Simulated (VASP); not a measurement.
# Sb (Im-3m) in VASP: a series of runs

The runs below take Sb through single point, with revPBE+D3(BJ).

Everything below comes from runs of VASP 6.6.1. Logs are shortened: lines on timing, memory, paths and dates and some standing lists are left out, and cuts for length are marked.

### Step 1. The cell of the first run

The structure is cubic, space group Im-3m (No. 229). The conventional cell has a = 3.450 Å, b = 3.450 Å, c = 3.450 Å, α = 90.00°, β = 90.00°, γ = 90.00°. Sb (site symmetry m-3m) has 14 Sb at 2.99 to 3.45 Å within 3.9 Å.

### Step 2. Single point, revPBE+D3(BJ)

File INCAR:

```
PREC     = Accurate       # precision mode
ENCUT    = 520            # plane-wave cutoff, eV
EDIFF    = 1E-6           # SCF threshold, eV
ISMEAR   = 1              # smearing method
SIGMA    = 0.01           # smearing width, eV
LREAL    = False          # projectors in reciprocal space
LASPH    = True           # aspherical terms in the spheres
NELM     = 80             # most SCF steps
ALGO     = Normal         # electronic algorithm
ISIF     = 2              # what is computed and relaxed
LWAVE    = False          # write WAVECAR
LCHARG   = True           # write CHGCAR
GGA      = RE             # functional
IVDW     = 12             # dispersion correction
LELF     = True           # ELF
LVHAR    = True         
NBANDS   = 8              # bands
```

File KPOINTS:

```
Automatic mesh
0
Gamma
  9 9 9
```

File POSCAR:

```
Sb
1.0
    2.9877880000      0.0000000000      0.0000000000
   -0.9959293021      2.8169135518      0.0000000000
   -0.9959293021     -1.4084567097      2.4395187343
Sb
1
Direct
    0.0000000000      0.0000000000      0.0000000000
```

Potentials or basis: VASP PAW PBE potentials, release 64 (Sb).

Command:

```bash
> cat potpaw_PBE.64/Sb/POTCAR > POTCAR
> mpirun -np 1 vasp_std > vasp.out
```

OUTCAR:

```text
PREC = Accurate
   ENCUT = 520
   EDIFF = 1E-6
   ISMEAR = 1
   LREAL = False
   LASPH = True
   NELM = 80
   ISIF = 2
   GGA = RE
   IVDW = 12
 IVDW          = 12

 ion  position               nearest neighbor table
   1  0.000  0.000  0.000-

  LATTYP: Found a body centered cubic cell.
 ALAT       =     3.4500004122

  Lattice vectors:

 A1 = (   2.9877880000,   0.0000000000,   0.0000000000)
 A2 = (  -0.9959293021,   2.8169135518,   0.0000000000)
 A3 = (  -0.9959293021,  -1.4084567097,   2.4395187343)

Analysis of symmetry for initial positions (statically):
=====================================================================
 Subroutine PRICEL returns:
 Original cell was already a primitive cell.

 Routine SETGRP: Setting up the symmetry group for a
 body centered cubic supercell.

 Subroutine GETGRP returns: Found 48 space group operations
 (whereof 48 operations were pure point group operations)
 out of a pool of 48 trial point group operations.

The static configuration has the point symmetry O_h .

Analysis of symmetry for dynamics (positions and initial velocities):
=====================================================================
 Subroutine PRICEL returns:
 Original cell was already a primitive cell.

 Routine SETGRP: Setting up the symmetry group for a
 body centered cubic supercell.

 Subroutine GETGRP returns: Found 48 space group operations
 (whereof 48 operations were pure point group operations)
 out of a pool of 48 trial point group operations.

The dynamic configuration has the point symmetry O_h .

 Subroutine INISYM returns: Found 48 space group operations
 (whereof 48 operations are pure point group operations),
 and found     1 'primitive' translations

----------------------------------------------------------------------------------------

                                     Primitive cell

  volume of cell :      20.5318

  direct lattice vectors                    reciprocal lattice vectors
     2.987788000  0.000000000  0.000000000     0.334695768  0.118332820  0.204958449
    -0.995929302  2.816913552  0.000000000     0.000000000  0.354998470  0.204958449
    -0.995929302 -1.408456710  2.439518734     0.000000000  0.000000000  0.409916918

  length of vectors
     2.987788000  2.987788000  2.987788000     0.409916918  0.409916918  0.409916918

  position of ions in fractional coordinates (direct lattice)
     0.000000000  0.000000000  0.000000000

  ion indices of the primitive-cell ions
   primitive index   ion index
                 1           1

----------------------------------------------------------------------------------------

 KPOINTS: Automatic mesh

Automatic generation of k-mesh.
 Grid dimensions read from file:
 generate k-points for:    9    9    9

 Generating k-lattice:

  Cartesian coordinates                     Fractional coordinates (reciprocal lattice)
     0.037188419  0.013148091  0.022773161     0.111111111  0.000000000  0.000000000
     0.000000000  0.039444274  0.022773161     0.000000000  0.111111111  0.000000000
     0.000000000  0.000000000  0.045546324     0.000000000  0.000000000  0.111111111

  Length of vectors
     0.045546324  0.045546324  0.045546324

  Shift w.r.t. Gamma in fractional coordinates (k-lattice)
     0.000000000  0.000000000  0.000000000

 Subroutine IBZKPT returns following result:
 ===========================================

 Found     35 irreducible k-points:

 Following reciprocal coordinates:
            Coordinates               Weight
  0.000000  0.000000  0.000000      1.000000
  0.111111  0.000000  0.000000     12.000000
  0.222222  0.000000 -0.000000     12.000000
  0.333333  0.000000  0.000000     12.000000
  0.444444  0.000000 -0.000000     12.000000
  0.111111  0.111111  0.000000     24.000000
[... 16 lines left out ...]
 -0.333333  0.444444  0.111111     48.000000
 -0.444444 -0.444444  0.111111     24.000000
 [... further k-points ...]
   k-points           NKPTS =     35   k-points in BZ     NKDIM =     35   number of bands    NBANDS=      8
   number of dos      NEDOS =    301   number of ions     NIONS =      1
   total plane-waves  NPLWV =  13824
   dimension x,y,z NGX =    24 NGY =   24 NGZ =   24
   dimension x,y,z NGXF=    48 NGYF=   48 NGZF=   48
   ions per type =               1
   NGX,Y,Z   is equivalent  to a cutoff of  13.35, 13.35, 13.35 a.u.
   NGXF,Y,Z  is equivalent  to a cutoff of  26.71, 26.71, 26.71 a.u.
 SYSTEM =  unknown system
   PREC   = accura    normal or accurate (medium, high low for compatibility)
   ISTART =      0    job   : 0-new  1-cont  2-samecut
   ICHARG =      2    charge: 1-file 2-atom 10-const
   ISPIN  =      1    spin polarized calculation?
   LNONCOLLINEAR =      F non collinear calculations
   LSORBIT =      F    spin-orbit coupling
   LASPH  =      T    aspherical Exc in radial PAW
   ENCUT  =  520.0 eV  38.22 Ry    6.18 a.u.   5.56  5.56  5.56*2*pi/ulx,y,z
   NELM   =     80;   NELMIN=  2; NELMDL= -5     # of ELM steps
   EDIFF  = 0.1E-05   stopping-criterion for ELM
   LREAL  =      F    real-space projection
   EDIFFG = 0.1E-04   stopping-criterion for IOM
   NSW    =      0    number of steps for IOM
   IBRION =     -1    ionic relax: 0-MD 1-quasi-New 2-CG
   NFREE  =      0    steps in history (QN), initial steepest desc. (CG)
   ISIF   =      2    stress and relaxation
   ISYM   =      2    0-nonsym 1-usesym 2-fastsym
   POTIM  = 0.5000    time-step for ionic-motion
   TEBEG  =    0.0;   TEEND  =   0.0 temperature during run
   PSTRESS=    0.0 pullay stress
   NELECT =       5.0000    total number of electrons
   NUPDOWN=      -1.0000    fix difference up-down
   EMIN   =  10.00;   EMAX   =-10.00  energy-range for DOS
   EFERMI =   0.00;   METHOD = LEGACY
   ISMEAR =     1;   SIGMA  =   0.01  broadening in eV -4-tet -1-fermi 0-gaus
   EFERMI_NEDOS =   21; number of points for ismear=-14 and -15
   IALGO  =     38    algorithm
   IMIX   =      4    mixing-type and parameters
     AMIX     =   0.40;   BMIX     =  1.00
     AMIX_MAG =   1.60;   BMIX_MAG =  1.00
  volume/ion in A,a.u.               =      20.53       138.56
  Fermi-wavevector in a.u.,A,eV,Ry     =   1.022325  1.931914 14.220109  1.045149
  Thomas-Fermi vector in A             =   2.155998
   LORBIT       =      0    0 simple, 1 ext, 2 COOP (PROOUT), +10 PAW based schemes
   GGA     = RE    functional components
   LHFCALC =     F    Hartree Fock is set to
   AEXX    =    0.0000 exact exchange contribution
   IVDW    =    12    specifies the selected vdW correction
   LEPSILON=     F    determine dielectric tensor
   LRPA    =     F    only Hartree local field effects (RPA)
 non-spin polarized calculation
 Methfessel and Paxton  Order N= 1 SIGMA  =   0.01
  energy-cutoff  :      520.00
  volume of cell :       20.53
 maximum number of plane-waves:       567
 NGX is ok and might be reduce to    24
   NGX = 11   NGY = 11   NGZ = 11

 number of electron       5.0000000 magnetization

 Free energy of the ion-electron system (eV)
  ---------------------------------------------------
  ext. energy  EPLUGINS =         0.00000000
  ---------------------------------------------------
  free energy    TOTEN  =        -3.02166227 eV

  energy without entropy =       -3.02159027  energy(sigma->0) =       -3.02163827

 E-fermi :  12.6033     XC(G=0): -11.4424

 val. band max:       12.6004756117   @ k =   0.2222   0.2222   0.1111
 cond. band min:      12.8310450418   @ k =   0.2222   0.1111   0.1111
 fundamental gap:      0.2305694301
 Fermi energy:        12.6033052680

 k-point     1 :       0.0000    0.0000    0.0000
  band No.  band energies     occupation
      1      -2.7725      2.00000
      2      20.5495      0.00000
      3      20.5495      0.00000
      4      20.5495      0.00000
      5      24.1716      0.00000
      6      24.1716      0.00000
      7      24.1716      0.00000
      8      24.3987      0.00000

 k-point     2 :       0.1111    0.0000    0.0000
  band No.  band energies     occupation
      1      -2.4421      2.00000
      2      17.9100      0.00000
      3      19.2393      0.00000
      4      20.0270      0.00000
      5      22.4585      0.00000
      6      22.4709      0.00000
      7      23.9773      0.00000
      8      25.2434      0.00000

 k-point     3 :       0.2222    0.0000   -0.0000
  band No.  band energies     occupation
      1      -1.4505      2.00000
      2      13.5644      0.00000
      3      17.3128      0.00000
      4      18.8310      0.00000
      5      21.1485      0.00000
      6      21.2634      0.00000
      7      24.5132      0.00000
      8      26.0143      0.00000

 k-point     4 :       0.3333    0.0000    0.0000
  band No.  band energies     occupation
      1       0.1950      2.00000
      2       9.4313      2.00000
      3      15.8169      0.00000
      4      17.7507      0.00000
      5      20.2846      0.00000
      6      20.4899      0.00000
      7      25.9088      0.00000
      8      27.0281      0.00000

 k-point     5 :       0.4444    0.0000   -0.0000
  band No.  band energies     occupation
      1       2.3851      2.00000
      2       5.9501      2.00000
      3      15.0172      0.00000
      4      17.1564      0.00000
      5      19.8585      0.00000
      6      20.1163      0.00000
      7      27.7425      0.00000
      8      28.4156      0.00000
[... 177 lines left out ...]
 k-point    22 :      -0.4444    0.4444    0.1111
  band No.  band energies     occupation
      1       2.7004      2.00000
      2       6.2765      2.00000
      3      13.8975      0.00000
      4      15.9156      0.00000
      5      21.3344      0.00000
      6      21.5346      0.00000
      7      24.2021      0.00000
      8      26.2857      0.00000

 k-point    23 :      -0.3333    0.4444    0.1111
  band No.  band energies     occupation
      1       2.1267      2.00000
      2       8.3717      2.00000
      3      11.5821      2.00000
      4      16.7670      0.00000
      5      20.3488      0.00000
      6      21.7446      0.00000
      7      25.3697      0.00000
      8      26.2323      0.00000

 k-point    24 :      -0.4444   -0.4444    0.1111
  band No.  band energies     occupation
      1       3.9496      2.00000
      2       5.9691      2.00000
      3      11.1848      2.00000
      4      16.5682      0.00000
      5      20.6981      0.00000
      6      22.8392      0.00000
      7      23.3836      0.00000
      8      25.8201      0.00000

 [... further k-points ...]

------------------------ aborting loop because EDIFF is reached ----------------------------------------

 Edisp (eV)   -1.29242

 E8    (eV) :    -0.9258

  FORCE on cell =-STRESS in cart. coord.  units (eV):
  Direction    XX          YY          ZZ          XY          YZ          ZX
  --------------------------------------------------------------------------------------
  -------------------------------------------------------------------------------------
  Total       3.06186     3.06186     3.06186     0.00000     0.00000     0.00000
  in kB     238.92864   238.92864   238.92864     0.00000     0.00001     0.00000
  external pressure =      238.93 kB  Pullay stress =        0.00 kB

 VOLUME and BASIS-vectors are now :
 -----------------------------------------------------------------------------
  energy-cutoff  :      520.00
  volume of cell :       20.53
      direct lattice vectors                 reciprocal lattice vectors
     2.987788000  0.000000000  0.000000000     0.334695768  0.118332820  0.204958449
    -0.995929302  2.816913552  0.000000000     0.000000000  0.354998470  0.204958449
    -0.995929302 -1.408456710  2.439518734     0.000000000  0.000000000  0.409916918

 POSITION                                       TOTAL-FORCE (eV/Angst)
 -----------------------------------------------------------------------------------
      0.00000      0.00000      0.00000         0.000000      0.000000      0.000000
 -----------------------------------------------------------------------------------
    total drift:                                0.000000      0.000000      0.000000

  FREE ENERGIE OF THE ION-ELECTRON SYSTEM (eV)
  ---------------------------------------------------
  free  energy   TOTEN  =        -4.3140866331 eV

  energy  without entropy=       -4.3140146364  energy(sigma->0) =       -4.31406263
```

Wall time 2.6 s (1 thread of Intel Xeon 6975P-C (Granite Rapids), shared host); peak memory 0.14 GiB.

What came out:

| Item | Value |
| --- | --- |
| Free energy | -4.3141 eV |
| Pressure | 23.9 GPa |
| Dispersion energy per atom | -1.292 eV |

Levels at points of the mesh, in eV from the Fermi level:
```csv
k point,band 1,band 2,band 3,band 4,band 5
"(0.00, 0.00, 0.00)",-15.38,7.95,7.95,7.95,11.57
```

Caveat: three body term missing; the PAW data sets were made with another functional, which shifts forces and pressure a little; spin-orbit coupling is left out, which moves the levels of the heavy elements; pairwise dispersion overbinds metals, which lowers pressure and volume.

(Part 1 of 2 ends here.)
